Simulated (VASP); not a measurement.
Input of a VASP 6.6.1 run:

INCAR

```
SYSTEM = Pb
ALGO = Fast
EDIFF = 1E-6
ENCUT = 520
GGA = CA
ISIF = 2
ISMEAR = -1
LASPH = .TRUE.
LCHARG = .FALSE.
LREAL = .FALSE.
LWAVE = .FALSE.
NBANDS = 21
NELM = 100
PREC = Accurate
SIGMA = 0.05
```

KPOINTS

```
k-points
0
G
  9 9 5
  0 0 0
```

The input POSCAR:

```
Pb
1.0
    2.9765770244     -1.7145891186      0.0000000000
    2.9765770244      1.7145891186      0.0000000000
   -2.0722778132      0.0000000000      5.9707976096
Pb
2
Direct
    0.9085084100      0.9085084100      0.7262922000
    0.0914915900      0.0914915900      0.2737078000
```

Potentials or basis: VASP PAW LDA potentials, release 64 (Pb_d).

The run is started by

```console
$ cat potpaw_LDA.64/Pb_d/POTCAR > POTCAR
$ mpirun -np 1 vasp_std > vasp.out
```

**Question.** Estimate the largest force.

**Answer.** 0.062 eV/Å.

**Question.** Predict the pressure.

**Answer.** -0.6 GPa.

**Question.** Predict the band gap on the k mesh.

**Answer.** Zero (band 14 reaches 13.46 eV, above the bottom of band 15 at 5.43 eV).

Stress tensor (GPa, compression positive):
```
-0.66  0.00  0.04
 0.00 -0.54  0.00
 0.04  0.00 -0.66
```

Caveat: spin-orbit coupling is left out, which moves the levels of the heavy elements.
